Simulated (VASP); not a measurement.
A run of VASP 6.6.1:

File POSCAR:

```
Sc
1.0
    3.3087978973      0.0000000000      0.0000000000
   -1.6543989486      2.8655030350      0.0000000000
    0.0000000000      0.0000000000      5.2680000000
Sc
2
Direct
    0.3333333333      0.6666666667      0.2500000000
    0.6666666667      0.3333333333      0.7500000000
```

INCAR.step1

```
PREC = Accurate ; ENCUT = 520
ISMEAR = -1 ; SIGMA = 0.03
LREAL = False ; LASPH = True
NELM = 80 ; NBANDS = 18
GGA = PE ; ALGO = Normal
EDIFF = 1E-4 ; LWAVE = True
LCHARG = False
```

The input INCAR.step2:

```
PREC = Accurate ; ENCUT = 520
EDIFF = 1E-8 ; ISMEAR = -1
SIGMA = 0.03 ; LREAL = False
LASPH = True ; NELM = 80
ALGO = Normal ; ISIF = 2
LWAVE = False ; LCHARG = False
METAGGA = R2SCAN ; LMIXTAU = True
LEFG = True ; NBANDS = 18
ISTART = 1
```

File KPOINTS:

```
Automatic mesh
0
Gamma
  13 13 7
```

Potentials or basis: VASP PAW PBE potentials, release 64 (Sc_sv).

The run is started by

```sh
$ cat potpaw_PBE.64/Sc_sv/POTCAR > POTCAR
$ cp INCAR.step1 INCAR
$ mpirun -np 1 vasp_std > vasp.out
$ cp INCAR.step2 INCAR
$ mpirun -np 1 vasp_std > vasp.out
```

Hardware: 1 thread of Oxide Virtual Turin-like Processor (shared host).

Estimate the wall time of this run.

Run time: 5.8 min on 1 thread of Oxide Virtual Turin-like Processor, on a shared host, peak memory 0.18 GiB. Counts: k points 84.
